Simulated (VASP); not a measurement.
# HfMo (Cmmm) in VASP: single point with r2SCAN

Aim: the single point of HfMo with r2SCAN.

All numbers are computed with VASP 6.6.1; they aren't measurements. Logs are shortened: lines on timing, memory, paths and dates and some standing lists are left out, and cuts for length are marked.

### Step 1. The cell of the first run

Symmetry: Cmmm, No. 65, orthorhombic system. Conventional cell: a = 3.356 Å, b = 4.882 Å, c = 4.440 Å, α = 90.00°, β = 90.00°, γ = 90.00°. Within 3.7 Å of Hf (site symmetry mmm) lie 8 Mo at 2.78 to 3.30 Å and 6 Hf at 2.96 to 3.36 Å. Within 3.7 Å of Mo (site symmetry mmm) lie 8 Hf at 2.78 to 3.30 Å and 6 Mo at 2.96 to 3.36 Å.

### Step 2. Single point, r2SCAN

Contents of POSCAR:

```
HfMo
1.0
    1.6780961937     -2.4409046132      0.0000000000
    1.6780961937      2.4409046132      0.0000000000
    0.0000000000      0.0000000000      4.4399140023
Hf Mo
1 1
Direct
    0.0000000000      0.0000000000      0.0000000000
    0.5000000000      0.5000000000      0.5000000000
```

Contents of INCAR.step1:

```
ALGO = Normal
EDIFF = 1E-4
ENCUT = 520
GGA = PE
ISMEAR = -1
LASPH = True
LCHARG = False
LREAL = False
LWAVE = True
NBANDS = 19
NELM = 100
PREC = Accurate
SIGMA = 0.1
```

Contents of INCAR.step2:

```
ALGO = Normal
EDIFF = 1E-6
ENCUT = 520
ISIF = 2
ISMEAR = -1
ISTART = 1
LASPH = True
LCHARG = False
LMIXTAU = True
LREAL = False
LWAVE = False
METAGGA = R2SCAN
NBANDS = 19
NELM = 100
PREC = Accurate
SIGMA = 0.1
```

Contents of KPOINTS:

```
k-points
0
Gamma
  16 16 10
```

Potentials or basis: VASP PAW PBE potentials, release 64 (Hf_pv, Mo_sv).

Run with:

```console
cat potpaw_PBE.64/Hf_pv/POTCAR potpaw_PBE.64/Mo_sv/POTCAR > POTCAR
cp INCAR.step1 INCAR
mpirun -np 1 vasp_std > vasp.out
cp INCAR.step2 INCAR
mpirun -np 1 vasp_std > vasp.out
```

OUTCAR:

```text
EDIFF = 1E-6
   ENCUT = 520
   ISIF = 2
   ISMEAR = -1
   ISTART = 1
   LASPH = True
   LREAL = False
   METAGGA = R2SCAN
   NELM = 100
   PREC = Accurate

 ion  position               nearest neighbor table
   1  0.000  0.000  0.000-   2 2.78   2 2.78   2 2.78   2 2.78   2 3.30   2 3.30   2 3.30   2 3.30

   2  0.500  0.500  0.500-   1 2.78   1 2.78   1 2.78   1 2.78   1 3.30   1 3.30   1 3.30   1 3.30

  LATTYP: Found a base centered orthorhombic cell.
 ALAT       =     3.3561923874
 B/A-ratio  =     1.4545677550
 C/A-ratio  =     1.3229021134

  Lattice vectors:

 A1 = (   1.6780961937,  -2.4409046132,   0.0000000000)
 A2 = (   1.6780961937,   2.4409046132,   0.0000000000)
 A3 = (   0.0000000000,   0.0000000000,   4.4399140023)

Analysis of symmetry for initial positions (statically):
=====================================================================
 Subroutine PRICEL returns:
 Original cell was already a primitive cell.

 Routine SETGRP: Setting up the symmetry group for a
 base centered orthorhombic supercell.

 Subroutine GETGRP returns: Found  8 space group operations
 (whereof  8 operations were pure point group operations)
 out of a pool of  8 trial point group operations.

The static configuration has the point symmetry D_2h.

Analysis of symmetry for dynamics (positions and initial velocities):
=====================================================================
 Subroutine PRICEL returns:
 Original cell was already a primitive cell.

 Routine SETGRP: Setting up the symmetry group for a
 base centered orthorhombic supercell.

 Subroutine GETGRP returns: Found  8 space group operations
 (whereof  8 operations were pure point group operations)
 out of a pool of  8 trial point group operations.

The dynamic configuration has the point symmetry D_2h.

 Subroutine INISYM returns: Found  8 space group operations
 (whereof  8 operations are pure point group operations),
 and found     1 'primitive' translations

----------------------------------------------------------------------------------------

                                     Primitive cell

  volume of cell :      36.3724

  direct lattice vectors                    reciprocal lattice vectors
     1.678096194 -2.440904613  0.000000000     0.297956698 -0.204842089  0.000000000
     1.678096194  2.440904613  0.000000000     0.297956698  0.204842089  0.000000000
     0.000000000  0.000000000  4.439914002     0.000000000  0.000000000  0.225229588

  length of vectors
     2.962097596  2.962097596  4.439914002     0.361577758  0.361577758  0.225229588

  position of ions in fractional coordinates (direct lattice)
     0.000000000  0.000000000  0.000000000
     0.500000000  0.500000000  0.500000000

  ion indices of the primitive-cell ions
   primitive index   ion index
                 1           1
                 2           2

----------------------------------------------------------------------------------------

 KPOINTS: k-points

Automatic generation of k-mesh.
 Grid dimensions read from file:
 generate k-points for:   16   16   10

 Generating k-lattice:

  Cartesian coordinates                     Fractional coordinates (reciprocal lattice)
     0.018622294 -0.012802631  0.000000000     0.062500000  0.000000000  0.000000000
     0.018622294  0.012802631  0.000000000     0.000000000  0.062500000  0.000000000
     0.000000000  0.000000000  0.022522959     0.000000000  0.000000000  0.100000000

  Length of vectors
     0.022598610  0.022598610  0.022522959

  Shift w.r.t. Gamma in fractional coordinates (k-lattice)
     0.000000000  0.000000000  0.000000000

 Subroutine IBZKPT returns following result:
 ===========================================

 Found    438 irreducible k-points:

 Following reciprocal coordinates:
            Coordinates               Weight
  0.000000  0.000000  0.000000      1.000000
  0.062500  0.000000  0.000000      4.000000
  0.125000  0.000000  0.000000      4.000000
  0.187500 -0.000000  0.000000      4.000000
  0.250000  0.000000  0.000000      4.000000
  0.312500  0.000000  0.000000      4.000000
[... 16 lines left out ...]
 -0.125000  0.062500  0.000000      4.000000
 -0.062500  0.062500  0.000000      2.000000
 [... further k-points ...]
   k-points           NKPTS =    438   k-points in BZ     NKDIM =    438   number of bands    NBANDS=     19
   number of dos      NEDOS =    301   number of ions     NIONS =      2
   total plane-waves  NPLWV =  20736
   dimension x,y,z NGX =    24 NGY =   24 NGZ =   36
   dimension x,y,z NGXF=    48 NGYF=   48 NGZF=   72
   ions per type =               1   1
   NGX,Y,Z   is equivalent  to a cutoff of  13.47, 13.47, 13.48 a.u.
   NGXF,Y,Z  is equivalent  to a cutoff of  26.94, 26.94, 26.96 a.u.
 SYSTEM =  unknown system
   PREC   = accura    normal or accurate (medium, high low for compatibility)
   ISTART =      1    job   : 0-new  1-cont  2-samecut
   ICHARG =      0    charge: 1-file 2-atom 10-const
   ISPIN  =      1    spin polarized calculation?
   LNONCOLLINEAR =      F non collinear calculations
   LSORBIT =      F    spin-orbit coupling
   LASPH  =      T    aspherical Exc in radial PAW
   ENCUT  =  520.0 eV  38.22 Ry    6.18 a.u.   5.51  5.51  8.26*2*pi/ulx,y,z
   NELM   =    100;   NELMIN=  2; NELMDL=  0     # of ELM steps
   EDIFF  = 0.1E-05   stopping-criterion for ELM
   LREAL  =      F    real-space projection
   EDIFFG = 0.1E-04   stopping-criterion for IOM
   NSW    =      0    number of steps for IOM
   IBRION =     -1    ionic relax: 0-MD 1-quasi-New 2-CG
   NFREE  =      0    steps in history (QN), initial steepest desc. (CG)
   ISIF   =      2    stress and relaxation
   ISYM   =      2    0-nonsym 1-usesym 2-fastsym
   POTIM  = 0.5000    time-step for ionic-motion
   TEBEG  =    0.0;   TEEND  =   0.0 temperature during run
   PSTRESS=    0.0 pullay stress
   NELECT =      24.0000    total number of electrons
   NUPDOWN=      -1.0000    fix difference up-down
   EMIN   =  10.00;   EMAX   =-10.00  energy-range for DOS
   EFERMI =   0.00;   METHOD = LEGACY
   ISMEAR =    -1;   SIGMA  =   0.10  broadening in eV -4-tet -1-fermi 0-gaus
   EFERMI_NEDOS =   21; number of points for ismear=-14 and -15
   IALGO  =     38    algorithm
   IMIX   =      4    mixing-type and parameters
     AMIX     =   0.40;   BMIX     =  1.00
     AMIX_MAG =   1.60;   BMIX_MAG =  1.00
  volume/ion in A,a.u.               =      18.19       122.73
  Fermi-wavevector in a.u.,A,eV,Ry     =   1.425239  2.693312 27.637617  2.031308
  Thomas-Fermi vector in A             =   2.545645
   LORBIT       =      0    0 simple, 1 ext, 2 COOP (PROOUT), +10 PAW based schemes
   METAGGA = R2SCAN    functional components
   LHFCALC =     F    Hartree Fock is set to
   AEXX    =    0.0000 exact exchange contribution
   IVDW    =     0    specifies the selected vdW correction
   LEPSILON=     F    determine dielectric tensor
   LRPA    =     F    only Hartree local field effects (RPA)
 non-spin polarized calculation
  energy-cutoff  :      520.00
  volume of cell :       36.37
 maximum number of plane-waves:      1003
 NGX is ok and might be reduce to    24
   NGX = 11   NGY = 11   NGZ = 17

 number of electron      23.9999998 magnetization

 Free energy of the ion-electron system (eV)
  ---------------------------------------------------
  ext. energy  EPLUGINS =         0.00000000
  ---------------------------------------------------
  free energy    TOTEN  =       -71.08044196 eV

  energy without entropy =      -71.01476269  energy(sigma->0) =      -71.04760233

 E-fermi :   7.8237     XC(G=0): -13.4501

 val. band max:        7.8221257029   @ k =  -0.3750   0.1875   0.1000
 cond. band min:       7.8248000172   @ k =   0.3125   0.1875   0.5000
 fundamental gap:      0.0026743143
 Fermi energy:         7.8237346842

 k-point     1 :       0.0000    0.0000    0.0000
  band No.  band energies     occupation
      1     -54.3528      2.00000
      2     -27.8320      2.00000
      3     -27.5042      2.00000
      4     -27.4085      2.00000
      5     -22.9911      2.00000
      6     -22.7625      2.00000
[... 11 lines left out ...]
     18      13.6320      0.00000
     19      16.0895      0.00000

 k-point     2 :       0.0625    0.0000    0.0000
  band No.  band energies     occupation
      1     -54.3507      2.00000
      2     -27.8263      2.00000
      3     -27.5152      2.00000
      4     -27.4192      2.00000
      5     -22.9921      2.00000
      6     -22.7849      2.00000
[... 11 lines left out ...]
     18      13.6415      0.00000
     19      16.2315      0.00000

 k-point     3 :       0.1250    0.0000    0.0000
  band No.  band energies     occupation
      1     -54.3445      2.00000
      2     -27.8099      2.00000
      3     -27.5563      2.00000
      4     -27.4396      2.00000
      5     -22.9950      2.00000
      6     -22.8673      2.00000
[... 11 lines left out ...]
     18      13.6243      0.00000
     19      16.6977      0.00000

 k-point     4 :       0.1875   -0.0000    0.0000
  band No.  band energies     occupation
      1     -54.3353      2.00000
      2     -27.7854      2.00000
      3     -27.6327      2.00000
      4     -27.4544      2.00000
      5     -23.0106      2.00000
      6     -22.9995      2.00000
[... 11 lines left out ...]
     18      13.5043      0.00000
     19      17.4980      0.00000

 k-point     5 :       0.2500    0.0000    0.0000
  band No.  band energies     occupation
      1     -54.3243      2.00000
      2     -27.7561      2.00000
      3     -27.7294      2.00000
      4     -27.4640      2.00000
      5     -23.1841      2.00000
      6     -23.0049      2.00000
[... 11 lines left out ...]
     18      13.2837      0.00000
     19      18.6791      0.00000
[... 334 lines left out ...]
      2     -27.7676      2.00000
      3     -27.7130      2.00000
      4     -27.4746      2.00000
      5     -23.1469      2.00000
      6     -22.9853      2.00000
[... 11 lines left out ...]
     18      13.8017      0.00000
     19      18.0900      0.00000

 k-point    22 :      -0.1875    0.0625    0.0000
  band No.  band energies     occupation
      1     -54.3350      2.00000
      2     -27.7945      2.00000
      3     -27.6160      2.00000
      4     -27.4686      2.00000
      5     -22.9827      2.00000
      6     -22.9738      2.00000
[... 11 lines left out ...]
     18      14.1342      0.00000
     19      16.9902      0.00000

 k-point    23 :      -0.1250    0.0625    0.0000
  band No.  band energies     occupation
      1     -54.3437      2.00000
      2     -27.8150      2.00000
      3     -27.5427      2.00000
      4     -27.4571      2.00000
      5     -22.9831      2.00000
      6     -22.8357      2.00000
[... 11 lines left out ...]
     18      14.2438      0.00000
     19      16.2448      0.00000

 k-point    24 :      -0.0625    0.0625    0.0000
  band No.  band energies     occupation
      1     -54.3492      2.00000
      2     -27.8261      2.00000
      3     -27.5137      2.00000
      4     -27.4331      2.00000
      5     -22.9865      2.00000
      6     -22.7778      2.00000
[... 11 lines left out ...]
     18      14.0081      0.00000
     19      16.0473      0.00000

 [... further k-points ...]

------------------------ aborting loop because EDIFF is reached ----------------------------------------

  FORCE on cell =-STRESS in cart. coord.  units (eV):
  Direction    XX          YY          ZZ          XY          YZ          ZX
  --------------------------------------------------------------------------------------
  -------------------------------------------------------------------------------------
  Total       -0.0219483     -0.0278683     -0.0955158      0.0000000      0.0000000      0.0000000
  in kB       -0.9668070     -1.2275751     -4.2073959      0.0000000      0.0000000      0.0000000
  external PRESSURE =      -2.1339260 kB  Pullay stress =       0.0000000 kB

 VOLUME and BASIS-vectors are now :
 -----------------------------------------------------------------------------
  energy-cutoff  :      520.00
  volume of cell :       36.37
      direct lattice vectors                 reciprocal lattice vectors
     1.678096194 -2.440904613  0.000000000     0.297956698 -0.204842089  0.000000000
     1.678096194  2.440904613  0.000000000     0.297956698  0.204842089  0.000000000
     0.000000000  0.000000000  4.439914002     0.000000000  0.000000000  0.225229588

 POSITION                                       TOTAL-FORCE (eV/Angst)
 -----------------------------------------------------------------------------------
      0.00000      0.00000      0.00000         0.000000      0.000000      0.000000
      1.67810      0.00000      2.21996        -0.000000     -0.000000      0.000000
 -----------------------------------------------------------------------------------
    total drift:                                0.000000      0.000000     -0.000000

  FREE ENERGIE OF THE ION-ELECTRON SYSTEM (eV)
  ---------------------------------------------------
  free  energy   TOTEN  =       -71.0804419638 eV

  energy  without entropy=      -71.0147626937  energy(sigma->0) =      -71.04760233
```

It took 7.9 min on 1 thread of Intel Xeon Platinum 8488C (Sapphire Rapids), shared host; peak memory 0.42 GiB.

Results:

```yaml
Free_energy: -71.0804 eV
Pressure: -0.2 GPa
Band_gap_on_the_k_mesh: zero (bands 12 and 13 overlap by 2.80 eV)
```

Levels at points of the mesh, in eV from the Fermi level:
```
           k point  band 8  band 9  band 10  band 11  band 12  band 13  band 14  band 15  band 16  band 17
(0.00, 0.00, 0.00)   -7.29   -4.10    -1.79    -0.45     0.27     1.66     2.16     2.72     2.98     5.15
(0.50, 0.00, 0.00)   -2.96   -2.75    -1.63    -1.14    -0.46     0.09     1.52     2.74     4.71     5.86
(0.50, 0.50, 0.00)   -4.21   -3.91    -3.78    -2.10     1.13     3.81     4.09     5.31     6.34     7.46
(0.00, 0.00, 0.50)   -5.23   -4.40    -1.21    -0.41     0.65     1.23     1.37     1.45     1.94     4.13
(0.50, 0.00, 0.50)   -4.29   -3.97    -1.88    -1.35     1.69     1.83     2.53     2.83     4.99     6.03
(0.50, 0.50, 0.50)   -2.82   -2.42    -2.34    -1.64    -0.09     0.81     2.13     3.22     3.87     7.77
```

Caveat: the PAW data sets were made with another functional, which shifts forces and pressure a little; spin-orbit coupling is left out, which moves the levels of the heavy elements.
